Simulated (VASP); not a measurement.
SrO: single point with HSE06

Crystal: SrO.

```
Sr O
1.0
    -0.05022    2.52967    2.52967
     2.52967   -0.05022    2.52967
     2.52967    2.52967   -0.05022
Sr O
1 1
Direct
  0.00000 0.00000 0.00000
  0.50000 0.50000 0.50000
```

This cell differs from its parent crystal: strain along [111] -2.9%.

* Program: VASP 6.6.1
* Task: single point
* Functional: HSE06
* Potentials or basis: VASP PAW PBE potentials, release 64 (Sr_sv, O)
* Cutoff: 520 eV
* k mesh: 6 × 6 × 6
* Occupations: gaussian, width 0.01 eV
* Spin: no spin polarisation
* Dipole correction: no
* Grid for exact exchange (PRECFOCK): Normal
* Further INCAR settings: ALGO = Normal; EDIFF = 1e-07; NBANDS = 15
* Screening parameter: 0.2079 1/Å

```json
{
  "Pressure": "3.1 GPa",
  "Band gap on the k mesh": "4.69 eV, indirect (least direct gap 4.79 eV)"
}
```

Stress tensor (GPa, compression positive):
```
3.12 1.06 1.06
1.06 3.12 1.06
1.06 1.06 3.12
```

Levels at points of the mesh, in eV from the valence-band top:
```csv
k point,band 6,band 7,band 8,band 9,band 10,band 11
"(0.00, 0.00, 0.00)",-0.06,-0.06,0.00,5.57,7.73,7.73
"(0.50, 0.00, 0.00)",-2.35,-1.32,-1.18,8.25,10.10,10.53
"(0.50, 0.50, 0.00)",-0.49,-0.15,-0.10,4.69,9.66,12.11
"(0.50, 0.50, 0.50)",-2.36,-1.38,-1.38,8.36,10.16,10.93
```

Wall time 52 min on 1 thread of Intel(R) Xeon(R) Platinum 8259CL CPU @ 2.50GHz (Skylake/Cascade Lake) (shared host), peak memory 0.28 GiB.

Caveat: the cell differs from its parent crystal (strain along [111] -2.9%); the PAW data sets were made with another functional, which shifts forces and pressure a little. A k mesh can miss the band edges.
